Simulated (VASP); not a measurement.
# AlN in VASP: further runs

Runs on AlN. Level: HSE06. Tasks: single point.

All numbers are computed with VASP 6.6.1; they aren't measurements. Logs are shortened: lines on timing, memory, paths and dates and some standing lists are left out, and cuts for length are marked.

**1. The cell of the first run**

Symmetry: P2_1, No. 4, monoclinic system. The conventional cell has a = 3.040 Å, b = 4.979 Å, c = 3.108 Å, α = 90.00°, β = 117.84°, γ = 90.00°. Al (site symmetry 1) has 4 N at 1.88 to 1.90 Å within 2.5 Å. N (site symmetry 1) has 4 Al at 1.88 to 1.90 Å within 2.5 Å.

**2. Single point, HSE06 (shear xy strain +5.0%)**

Contents of POSCAR:

```
AlN
1.0
    3.1066937604      0.0776673440      0.0000000000
   -1.4860849873      2.6516420463      0.0000000000
    0.0000000000      0.0000000000      4.9785915490
Al N
2 2
Direct
    0.3308157430      0.6667427830     -0.0033166579
    0.6691842570      0.3332572170      0.4966833421
    0.3256371235      0.6673600999      0.3783166579
    0.6743628765      0.3326399001      0.8783166579
```

Contents of INCAR.step1:

```
SYSTEM = AlN
ALGO = Normal
EDIFF = 1E-5
ENCUT = 520
GGA = PE
ISIF = 2
ISMEAR = 0
KPAR = 4
LASPH = .TRUE.
LCHARG = .FALSE.
LREAL = .FALSE.
LWAVE = .TRUE.
NBANDS = 16
NELM = 100
PREC = Accurate
SIGMA = 0.01
```

Contents of INCAR.step2:

```
SYSTEM = AlN
ALGO = Normal
EDIFF = 1E-6
ENCUT = 520
GGA = PE
HFSCREEN = 0.2079
ISIF = 2
ISMEAR = 0
ISTART = 1
KPAR = 4
LASPH = .TRUE.
LCHARG = .FALSE.
LHFCALC = .TRUE.
LREAL = .FALSE.
LWAVE = .FALSE.
NBANDS = 16
NELM = 100
PREC = Accurate
PRECFOCK = Normal
SIGMA = 0.01
```

Contents of KPOINTS:

```
k-points
0
G
  6 6 4
  0 0 0
```

Potentials or basis: VASP PAW PBE potentials, release 64 (Al, N).

The run is started by

```bash
$ cat potpaw_PBE.64/Al/POTCAR potpaw_PBE.64/N/POTCAR > POTCAR
$ cp INCAR.step1 INCAR
$ mpirun -np 4 vasp_std > vasp.out
$ cp INCAR.step2 INCAR
$ mpirun -np 4 vasp_std > vasp.out
```

OUTCAR:

```text
SYSTEM = AlN
   EDIFF = 1E-6
   ENCUT = 520
   GGA = PE
   HFSCREEN = 0.2079
   ISIF = 2
   ISMEAR = 0
   ISTART = 1
   LASPH = .TRUE.
   LHFCALC = .TRUE.
   LREAL = .FALSE.
   NELM = 100
   PREC = Accurate
   PRECFOCK = Normal

 ion  position               nearest neighbor table
   1  0.331  0.667  0.997-   4 1.88   4 1.89   4 1.90   3 1.90   2 3.05   2 3.05   2 3.07   2 3.07
                             2 3.08   2 3.08
   2  0.669  0.333  0.497-   3 1.88   3 1.89   3 1.90   4 1.90   1 3.05   1 3.05   1 3.07   1 3.07
                             1 3.08   1 3.08
   3  0.326  0.667  0.378-   2 1.88   2 1.89   2 1.90   1 1.90
   4  0.674  0.333  0.878-   1 1.88   1 1.89   1 1.90   2 1.90

  Warning from LATTYP: Monoclinic adjustment (A1->A3, A2->A1, A3->A2)!
  LATTYP: Found a simple monoclinic cell.
 ALAT       =     3.0396799389
 B/A-ratio  =     1.6378670284
 C/A-ratio  =     1.0223656809
 COS(beta)  =    -0.4669407592

  Lattice vectors:

 A1 = (  -1.4860849873,   2.6516420463,   0.0000000000)
 A2 = (   0.0000000000,   0.0000000000,   4.9785915490)
 A3 = (   3.1066937604,   0.0776673440,   0.0000000000)

Analysis of symmetry for initial positions (statically):
=====================================================================
 Subroutine PRICEL returns:
 Original cell was already a primitive cell.

 Routine SETGRP: Setting up the symmetry group for a
 simple monoclinic supercell.

 Subroutine GETGRP returns: Found  2 space group operations
 (whereof  1 operations were pure point group operations)
 out of a pool of  4 trial point group operations.

The static configuration has the point symmetry C_1 .
 The point group associated with its full space group is C_2 .

Analysis of symmetry for dynamics (positions and initial velocities):
=====================================================================
 Subroutine PRICEL returns:
 Original cell was already a primitive cell.

 Routine SETGRP: Setting up the symmetry group for a
 simple monoclinic supercell.

 Subroutine GETGRP returns: Found  2 space group operations
 (whereof  1 operations were pure point group operations)
 out of a pool of  4 trial point group operations.

The dynamic configuration has the point symmetry C_1 .
 The point group associated with its full space group is C_2 .

 Subroutine INISYM returns: Found  2 space group operations
 (whereof  1 operations are pure point group operations),
 and found     1 'primitive' translations

----------------------------------------------------------------------------------------

                                     Primitive cell

  volume of cell :      41.5875

  direct lattice vectors                    reciprocal lattice vectors
     3.106693760  0.077667344  0.000000000     0.317437985  0.177904791  0.000000000
    -1.486084987  2.651642046  0.000000000    -0.009297848  0.371913927  0.000000000
     0.000000000  0.000000000  4.978591549     0.000000000  0.000000000  0.200860020

  length of vectors
     3.107664451  3.039679939  4.978591549     0.363891452  0.372030132  0.200860020

  position of ions in fractional coordinates (direct lattice)
     0.330815743  0.666742783  0.996683342
     0.669184257  0.333257217  0.496683342
     0.325637124  0.667360100  0.378316658
     0.674362876  0.332639900  0.878316658

  ion indices of the primitive-cell ions
   primitive index   ion index
                 1           1
                 2           2
                 3           3
                 4           4

----------------------------------------------------------------------------------------

 KPOINTS: k-points

Automatic generation of k-mesh.
 Grid dimensions read from file:
 generate k-points for:    6    6    4

 Generating k-lattice:

  Cartesian coordinates                     Fractional coordinates (reciprocal lattice)
     0.052906331  0.029650798  0.000000000     0.166666667  0.000000000  0.000000000
    -0.001549641  0.061985655  0.000000000     0.000000000  0.166666667  0.000000000
     0.000000000  0.000000000  0.050215005     0.000000000  0.000000000  0.250000000

  Length of vectors
     0.060648575  0.062005022  0.050215005

  Shift w.r.t. Gamma in fractional coordinates (k-lattice)
     0.000000000  0.000000000  0.000000000

 Subroutine IBZKPT returns following result:
 ===========================================

 Found     60 irreducible k-points:

 Following reciprocal coordinates:
            Coordinates               Weight
  0.000000  0.000000  0.000000      1.000000
  0.166667  0.000000  0.000000      2.000000
  0.333333  0.000000  0.000000      2.000000
  0.500000 -0.000000  0.000000      1.000000
 -0.000000  0.166667  0.000000      2.000000
  0.166667  0.166667  0.000000      2.000000
[... 16 lines left out ...]
  0.333333  0.000000  0.250000      4.000000
  0.500000 -0.000000  0.250000      2.000000
 [... further k-points ...]
   k-points           NKPTS =     60   k-points in BZ     NKDIM =    144   number of bands    NBANDS=     16
   number of dos      NEDOS =    301   number of ions     NIONS =      4
   total plane-waves  NPLWV =  23040
   dimension x,y,z NGX =    24 NGY =   24 NGZ =   40
   dimension x,y,z NGXF=    48 NGYF=   48 NGZF=   80
   ions per type =               2   2
   NGX,Y,Z   is equivalent  to a cutoff of  12.84, 13.13, 13.36 a.u.
   NGXF,Y,Z  is equivalent  to a cutoff of  25.68, 26.25, 26.71 a.u.
 SYSTEM =  AlN
   PREC   = accura    normal or accurate (medium, high low for compatibility)
   ISTART =      1    job   : 0-new  1-cont  2-samecut
   ICHARG =      0    charge: 1-file 2-atom 10-const
   ISPIN  =      1    spin polarized calculation?
   LNONCOLLINEAR =      F non collinear calculations
   LSORBIT =      F    spin-orbit coupling
   LASPH  =      T    aspherical Exc in radial PAW
   ENCUT  =  520.0 eV  38.22 Ry    6.18 a.u.   5.78  5.65  9.26*2*pi/ulx,y,z
   NELM   =    100;   NELMIN=  2; NELMDL=  0     # of ELM steps
   EDIFF  = 0.1E-05   stopping-criterion for ELM
   LREAL  =      F    real-space projection
   EDIFFG = 0.1E-04   stopping-criterion for IOM
   NSW    =      0    number of steps for IOM
   IBRION =     -1    ionic relax: 0-MD 1-quasi-New 2-CG
   NFREE  =      0    steps in history (QN), initial steepest desc. (CG)
   ISIF   =      2    stress and relaxation
   ISYM   =      3    0-nonsym 1-usesym 2-fastsym
   POTIM  = 0.5000    time-step for ionic-motion
   TEBEG  =    0.0;   TEEND  =   0.0 temperature during run
   PSTRESS=    0.0 pullay stress
   NELECT =      16.0000    total number of electrons
   NUPDOWN=      -1.0000    fix difference up-down
   EMIN   =  10.00;   EMAX   =-10.00  energy-range for DOS
   EFERMI =   0.00;   METHOD = LEGACY
   ISMEAR =     0;   SIGMA  =   0.01  broadening in eV -4-tet -1-fermi 0-gaus
   EFERMI_NEDOS =   21; number of points for ismear=-14 and -15
   IALGO  =     38    algorithm
   IMIX   =      1    mixing-type and parameters
     AMIX     =   0.40;   BMIX     =  1.00
     AMIX_MAG =   1.60;   BMIX_MAG =  1.00
  volume/ion in A,a.u.               =      10.40        70.16
  Fermi-wavevector in a.u.,A,eV,Ry     =   1.190677  2.250053 19.289141  1.417712
  Thomas-Fermi vector in A             =   2.326756
   LORBIT       =      0    0 simple, 1 ext, 2 COOP (PROOUT), +10 PAW based schemes
   GGA     = PE    functional components
   LHFCALC =     T    Hartree Fock is set to
   PRECFOCK=normal    Normal, Fast or Accurate (Low or Medium for compatibility)
   ENCUT4O =  -1.0   cutoff for four orbital integrals eV
   NKREDX  =     1    reduce k-point grid by
   NKREDY  =     1    reduce k-point grid by
   NKREDZ  =     1    reduce k-point grid by
   AEXX    =    0.2500 exact exchange contribution
   HFSCREEN=    0.2079 screening length (either q_TF or 0.3 A-1)
   HFSCREENC=   0.2079 screening length for correlation (either q_TF or 0.3 A-1)
   ENCUTFOCK=  -1.0 apply spherical cutoff to Coloumb kernel
   IVDW    =     0    specifies the selected vdW correction
   LEPSILON=     F    determine dielectric tensor
   LRPA    =     F    only Hartree local field effects (RPA)
 non-spin polarized calculation
 Gauss-broadening in eV      SIGMA  =   0.01
  energy-cutoff  :      520.00
  volume of cell :       41.59
 maximum number of plane-waves:      1134
  NGX = 18; NGY = 18; NGZ = 28

 number of electron      15.9999999 magnetization

 Free energy of the ion-electron system (eV)
  ---------------------------------------------------
  ext. energy  EPLUGINS =         0.00000000
  ---------------------------------------------------
  free energy    TOTEN  =       -34.85124985 eV

  energy without entropy =      -34.85124985  energy(sigma->0) =      -34.85124985

 E-fermi :   5.3344     XC(G=0):  -9.0121

 val. band max:        5.2844376109   @ k =   0.0000   0.0000   0.0000
 cond. band min:      10.8560115529   @ k =   0.0000   0.0000   0.0000
 fundamental gap:      5.5715739421
 Fermi energy:         5.3343533970

 k-point     1 :       0.0000    0.0000    0.0000
  band No.  band energies     occupation
      1     -11.4393      2.00000
      2      -9.1423      2.00000
      3      -1.2402      2.00000
      4       4.1093      2.00000
      5       4.5718      2.00000
      6       4.9061      2.00000
[... 8 lines left out ...]
     15      20.1415      0.00000
     16      20.6116      0.00000

 k-point     2 :       0.1667    0.0000    0.0000
  band No.  band energies     occupation
      1     -11.0826      2.00000
      2      -8.9560      2.00000
      3      -0.8017      2.00000
      4       2.6115      2.00000
      5       3.5845      2.00000
      6       4.1724      2.00000
[... 8 lines left out ...]
     15      19.6183      0.00000
     16      20.3090      0.00000

 k-point     3 :       0.3333    0.0000    0.0000
  band No.  band energies     occupation
      1     -10.1629      2.00000
      2      -8.6381      2.00000
      3       0.2439      2.00000
      4       0.4291      2.00000
      5       1.5640      2.00000
      6       3.5900      2.00000
[... 8 lines left out ...]
     15      19.1020      0.00000
     16      21.9588      0.00000

 k-point     4 :       0.5000   -0.0000    0.0000
  band No.  band energies     occupation
      1      -9.4212      2.00000
      2      -8.6652      2.00000
      3      -0.7180      2.00000
      4       0.6185      2.00000
      5       1.5408      2.00000
      6       3.2635      2.00000
[... 8 lines left out ...]
     15      19.7019      0.00000
     16      22.4914      0.00000

 k-point     5 :      -0.0000    0.1667    0.0000
  band No.  band energies     occupation
      1     -11.0641      2.00000
      2      -8.9379      2.00000
      3      -0.7816      2.00000
      4       2.8224      2.00000
      5       3.6567      2.00000
      6       3.9615      2.00000
[... 8 lines left out ...]
     15      19.6167      0.00000
     16      19.8322      0.00000

 k-point     6 :       0.1667    0.1667    0.0000
  band No.  band energies     occupation
      1     -10.4326      2.00000
      2      -8.6838      2.00000
      3       0.0268      2.00000
      4       1.5471      2.00000
      5       1.7113      2.00000
      6       3.4968      2.00000
[... 8 lines left out ...]
     15      19.7335      0.00000
     16      21.1244      0.00000
[... 267 lines left out ...]
 k-point    21 :       0.0000    0.0000    0.2500
  band No.  band energies     occupation
      1     -11.1846      2.00000
      2      -9.6024      2.00000
      3      -0.3684      2.00000
      4       4.0100      2.00000
      5       4.2199      2.00000
      6       4.6644      2.00000
[... 8 lines left out ...]
     15      19.1850      0.00000
     16      19.8790      0.00000

 k-point    22 :       0.1667    0.0000    0.2500
  band No.  band energies     occupation
      1     -10.8403      2.00000
      2      -9.3678      2.00000
      3      -0.1071      2.00000
      4       2.7319      2.00000
      5       3.1047      2.00000
      6       4.2987      2.00000
[... 8 lines left out ...]
     15      19.5678      0.00000
     16      20.3044      0.00000

 k-point    23 :       0.3333    0.0000    0.2500
  band No.  band energies     occupation
      1      -9.9680      2.00000
      2      -8.8944      2.00000
      3      -0.2870      2.00000
      4       0.7882      2.00000
      5       1.9419      2.00000
      6       3.7588      2.00000
[... 8 lines left out ...]
     15      19.4908      0.00000
     16      21.6186      0.00000

 k-point    24 :       0.5000   -0.0000    0.2500
  band No.  band energies     occupation
      1      -9.2996      2.00000
      2      -8.7589      2.00000
      3      -1.0198      2.00000
      4      -0.1310      2.00000
      5       2.4457      2.00000
      6       3.5268      2.00000
[... 8 lines left out ...]
     15      19.4765      0.00000
     16      22.3674      0.00000

 [... further k-points ...]

------------------------ aborting loop because EDIFF is reached ----------------------------------------

  FORCE on cell =-STRESS in cart. coord.  units (eV):
  Direction    XX          YY          ZZ          XY          YZ          ZX
  --------------------------------------------------------------------------------------
  -------------------------------------------------------------------------------------
  Total       -0.2924229     -0.0418887     -0.2868160     -1.7435867      0.0000000      0.0000000
  in kB      -11.2657334     -1.6137821    -11.0497263    -67.1725190      0.0000000      0.0000000
  external PRESSURE =      -7.9764139 kB  Pullay stress =       0.0000000 kB

 VOLUME and BASIS-vectors are now :
 -----------------------------------------------------------------------------
  energy-cutoff  :      520.00
  volume of cell :       41.59
      direct lattice vectors                 reciprocal lattice vectors
     3.106693760  0.077667344  0.000000000     0.317437985  0.177904791  0.000000000
    -1.486084987  2.651642046  0.000000000    -0.009297848  0.371913927  0.000000000
     0.000000000  0.000000000  4.978591549     0.000000000  0.000000000  0.200860020

 POSITION                                       TOTAL-FORCE (eV/Angst)
 -----------------------------------------------------------------------------------
      0.03691      1.79366      4.96208        -0.000293      0.000682     -0.004854
      1.58370      0.93565      2.47278         0.000293     -0.000682     -0.004854
      0.01990      1.79489      1.88348        -0.003562      0.000936      0.004854
      1.60071      0.93442      4.37278         0.003562     -0.000936      0.004854
 -----------------------------------------------------------------------------------
    total drift:                               -0.000000     -0.000000     -0.000325

  FREE ENERGIE OF THE ION-ELECTRON SYSTEM (eV)
  ---------------------------------------------------
  free  energy   TOTEN  =       -34.8512498481 eV

  energy  without entropy=      -34.8512498481  energy(sigma->0) =      -34.85124985
```

Wall time 21 min (4 MPI ranks of Intel Xeon Platinum 8375C at 2.90GHz (Ice Lake), shared host); peak memory 0.28 GiB.

What came out:

- Free energy: -34.8512 eV
- Pressure: -0.8 GPa
- Largest force: 0.006 eV/Å
- Band gap on the k mesh: 5.57 eV

Forces in eV/Å, atoms in the order of the input:
```
Al   0.000  0.001 -0.005
Al   0.000 -0.001 -0.005
N   -0.004  0.001  0.005
N    0.004 -0.001  0.005
```

Caveat: the cell differs from its parent crystal (shear xy strain +5.0%); the PAW data sets were made with another functional, which shifts forces and pressure a little.

**3. Single point, HSE06 (uniaxial x strain +3.0%)**

Contents of POSCAR:

```
AlN
1.0
    3.1998945732      0.0000000000      0.0000000000
   -1.5999472866      2.6904757183      0.0000000000
    0.0000000000      0.0000000000      4.9785915490
Al N
2 2
Direct
    0.3325828019      0.6651656038     -0.0044598478
    0.6674171981      0.3348343962      0.4955401522
    0.3305932763      0.6611865526      0.3794598478
    0.6694067237      0.3388134474      0.8794598478
```

Contents of INCAR.step1:

```
PREC = Accurate
ENCUT = 520
EDIFF = 1E-5
ISMEAR = 0
SIGMA = 0.01
LREAL = False
LASPH = True
NELM = 100
ALGO = Normal
ISIF = 2
LWAVE = True
LCHARG = False
NBANDS = 16
GGA = PE
```

Contents of INCAR.step2:

```
PREC = Accurate
ENCUT = 520
EDIFF = 1E-7
ISMEAR = 0
SIGMA = 0.01
LREAL = False
LASPH = True
NELM = 100
ALGO = Normal
ISIF = 2
LWAVE = False
LCHARG = False
GGA = PE
LHFCALC = True
HFSCREEN = 0.2079
PRECFOCK = Normal
NBANDS = 16
ISTART = 1
```

Contents of KPOINTS:

```
Automatic mesh
0
Gamma
  6 6 4
```

Potentials or basis: VASP PAW PBE potentials, release 64 (Al, N).

The run is started by

```bash
$ cat potpaw_PBE.64/Al/POTCAR potpaw_PBE.64/N/POTCAR > POTCAR
$ cp INCAR.step1 INCAR
$ mpirun -np 1 vasp_std > vasp.out
$ cp INCAR.step2 INCAR
$ mpirun -np 1 vasp_std > vasp.out
```

Wall time 57 min (1 thread of Oxide Virtual Turin-like, shared host); peak memory 0.25 GiB.

The run converged. Its results:

```
Free energy            : -34.8443 eV
Pressure               : -6.9 GPa
Largest force          : 0.008 eV/Å
Band gap on the k mesh : 5.23 eV
```

Forces on the atoms (eV/Å):
```
Al   0.000  0.000 -0.008
Al   0.000  0.000 -0.008
N    0.000  0.000  0.008
N    0.000  0.000  0.008
```

Stress tensor (GPa, compression positive):
```
-12.13   0.00   0.00
  0.00  -4.65   0.00
  0.00   0.00  -3.91
```

Levels at points of the mesh, in eV from the valence-band top:
```csv
k point,band 6,band 7,band 8,band 9,band 10,band 11
"(0.00, 0.00, 0.00)",-0.41,-0.24,0.00,5.23,7.64,12.04
"(0.50, 0.00, 0.00)",-2.29,-1.95,-0.75,7.05,7.19,9.49
"(0.00, 0.50, 0.00)",-2.63,-1.84,-1.00,6.65,6.99,9.18
"(0.00, 0.00, 0.50)",-0.83,-0.62,-0.62,7.56,7.56,11.71
"(0.50, 0.00, 0.50)",-1.60,-1.48,-1.48,6.54,6.54,10.60
"(0.00, 0.50, 0.50)",-1.91,-1.49,-1.49,6.45,6.45,10.44
```

Caveat: the cell differs from its parent crystal (uniaxial x strain +3.0%); the stress differs along the axes, from -12 to -4 GPa; the PAW data sets were made with another functional, which shifts forces and pressure a little.
